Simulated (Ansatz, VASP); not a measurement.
## One calculation of B5P, two programs

INCAR

```
SYSTEM = B5P
  ALGO = Normal
  EDIFF = 1E-6
  ENCUT = 500
  GGA = PE
  GGA_COMPAT = .False.
  ISIF = 2
  ISMEAR = 0
  LASPH = .True.
  LCHARG = .True.
  LELF = .True.
  LREAL = .False.
  LVHAR = .True.
  LWAVE = .False.
  NBANDS = 19
  NELM = 120
  PREC = Accurate
  SIGMA = 0.02
```

File KPOINTS:

```
k-points
0
Gamma
  6 6 6
  0 0 0
```

Contents of POSCAR:

```
B5P
1.0
    4.2793511689      0.0000000000      0.0000000000
    0.0000000000      4.2793511689      0.0000000000
    0.0000000000      0.0000000000      4.4158235477
B P
5 1
Direct
    0.5000000000      0.5000000000      0.2092722794
    0.5000000000      0.1945604274      0.4550005604
    0.1945604274      0.5000000000      0.4550005604
    0.5000000000      0.8054395726      0.4550005604
    0.8054395726      0.5000000000      0.4550005604
    0.5000000000      0.5000000000      0.7807254788
```

Input for Ansatz:

```yaml
crystal:
  lattice:
    - [4.2793511689, 0.0, 0.0]
    - [0.0, 4.2793511689, 0.0]
    - [0.0, 0.0, 4.4158235477]
  atoms:
    - { symbol: B, position: [0.5, 0.5, 0.2092722794] }
    - { symbol: B, position: [0.5, 0.1945604274, 0.4550005604] }
    - { symbol: B, position: [0.1945604274, 0.5, 0.4550005604] }
    - { symbol: B, position: [0.5, 0.8054395726, 0.4550005604] }
    - { symbol: B, position: [0.8054395726, 0.5, 0.4550005604] }
    - { symbol: P, position: [0.5, 0.5, 0.7807254788] }
basis:
  ecutwfc: 420
kpoints:
  mp_grid: { grid: [6, 6, 6] }
  band_path: { path: [VBM, CBM], npoints: 2 }
hamiltonian:
  xc: pbe
scf:
  occupations: { method: gaussian, width: 0.02 }
output:
  forces: false
  stress: false
  eigenvalues: true
checkpoint:
  read: start.run
  write: ck
  compress: false
  write_wavefunctions: false
  write_every: 100000
```

Alike in both runs: task single point; functional PBE; k mesh 6 × 6 × 6; occupations gaussian, width 0.02 eV; no spin polarisation.

|  | VASP | Ansatz |
| --- | --- | --- |
| version | VASP 6.6.1 | Ansatz 0.2.0 |
| potentials or method | VASP PAW PBE potentials, release 64 (B, P), cutoff 500 eV | scalar-relativistic, plane waves, PAW |
| valence electrons in the cell | 20 | 20 |

|  | VASP | Ansatz | Ansatz less VASP |
| --- | --- | --- | --- |
| gap on the k mesh at the Fermi level (eV) | 0.87 | 0.88 | +0.007 |
| least direct gap on the mesh (eV) | 1.09 | 1.09 | 0.000 |
